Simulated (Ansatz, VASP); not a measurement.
## One calculation of AgI3, two programs

```
CELL_PARAMETERS angstrom
7.54298 0.00000 0.00000
-3.77149 6.53241 0.00000
0.00000 0.00000 6.05440
ATOMIC_POSITIONS crystal
Ag 0.33333 0.66667 0.25000
Ag 0.66667 0.33333 0.75000
I 0.83300 0.66600 0.25000
I 0.16700 0.83300 0.75000
I 0.33400 0.16700 0.25000
I 0.16700 0.33400 0.75000
I 0.83300 0.16700 0.25000
I 0.66600 0.83300 0.75000
```

Alike in both runs: task single point; functional PBE; k mesh 3 × 3 × 4; occupations gaussian, width 0.1 eV; no spin polarisation.

|  | VASP | Ansatz |
| --- | --- | --- |
| version | VASP 6.6.1 | Ansatz 0.2.0 |
| potentials or method | VASP PAW PBE potentials, release 64 (Ag, I), cutoff 520 eV | scalar-relativistic, plane waves, PAW |
| valence electrons in the cell | 64 | 140 |

```tsv
	VASP	Ansatz	Ansatz less VASP
gap on the k mesh at the Fermi level (eV)	none	none	-
pressure (GPa)	-1.9	-1.8	+0.03
traceless stress, the component that is largest in VASP (GPa)	0.65	0.64	-0.003
rms of the force components (eV/Å)	0.190	0.190	+0.0001
```

Atom by atom the forces differ by 0.000 eV/Å (rms over components). A gap of «none» marks a metal or a gap that the smearing closes. With one functional, cell and mesh, what is left measures potentials, basis and numerics. VASP's potentials hold 64 valence electrons a cell and Ansatz's 140, so a difference there can come from the potentials and not from the codes.

Spin-orbit coupling is off throughout.
